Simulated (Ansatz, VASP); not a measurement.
## One calculation of Ru, two programs

File POSCAR:

```
Ru
1.0
    2.7059477279      0.0000000000      0.0000000000
   -1.3529738639      2.3434194737      0.0000000000
    0.0000000000      0.0000000000      4.2579056513
Ru
2
Direct
    0.3333333333      0.6666666667      0.2500000000
    0.6666666667      0.3333333333      0.7500000000
```

The input INCAR.step1:

```
PREC = Accurate
ENCUT = 520
ISMEAR = -1
SIGMA = 0.1
LREAL = False
LASPH = True
NELM = 100
NBANDS = 21
GGA = PE
ALGO = Normal
EDIFF = 1E-4
LWAVE = True
LCHARG = False
```

File INCAR.step2:

```
PREC = Accurate
ENCUT = 520
EDIFF = 1E-6
ISMEAR = -1
SIGMA = 0.1
LREAL = False
LASPH = True
NELM = 100
ALGO = Normal
ISIF = 2
LWAVE = False
LCHARG = True
METAGGA = R2SCAN
LMIXTAU = True
LELF = True
LVHAR = True
NBANDS = 21
ISTART = 1
```

The input KPOINTS:

```
Automatic mesh
0
Gamma
  13 13 8
```

Input for Ansatz:

```yaml
crystal:
  lattice:
    - [2.7059477279, 0.0, 0.0]
    - [-1.3529738639, 2.3434194737, 0.0]
    - [0.0, 0.0, 4.2579056513]
  atoms:
    - { symbol: Ru, position: [0.3333333333, 0.6666666667, 0.25] }
    - { symbol: Ru, position: [0.6666666667, 0.3333333333, 0.75] }
hamiltonian:
  xc: r2scan
  pseudopotentials:
    kind: paw
    azcp:
      Ru: "pseudopotentials/Ru.paw.azcp"
basis:
  ecutwfc: 500
  fft_grid_basis: typed
kpoints:
  mp_grid: { grid: [13, 13, 8], shift: [0, 0, 0] }
magnetization:
  spin_polarized: false
scf:
  occupations: { method: fermi_dirac, width: 0.1 }
  lower_state_search: "off"
output:
  stress: true
  write_density: true
  write_potential: true
  elf: true
  volumetric_format: npy
```

Alike in both runs: task single point; functional r2SCAN; k mesh 13 × 13 × 8; occupations fermi-dirac, width 0.1 eV; no spin polarisation.

|  | VASP | Ansatz |
| --- | --- | --- |
| version | VASP 6.6.1 | Ansatz 0.2.0 |
| potentials or method | VASP PAW PBE potentials, release 64 (Ru_pv), cutoff 520 eV | plane waves (500 eV) with PAW, scalar-relativistic |
| valence electrons in the cell | 28 | 32 |

VASP gave:

```
pressure (GPa)                                                : 1.5
traceless stress, the component that is largest in VASP (GPa) : 0.11
```

Q: What did Ansatz give for the same quantities?

A: Pressure (GPa): 0.0; traceless stress, the component that is largest in VASP (GPa): -0.01.

VASP's potentials were made for PBE, not for r2SCAN. With one functional, cell and mesh, what is left measures potentials, basis and numerics. VASP's potentials hold 28 valence electrons a cell and Ansatz's 32, so a difference there can come from the potentials and not from the codes.
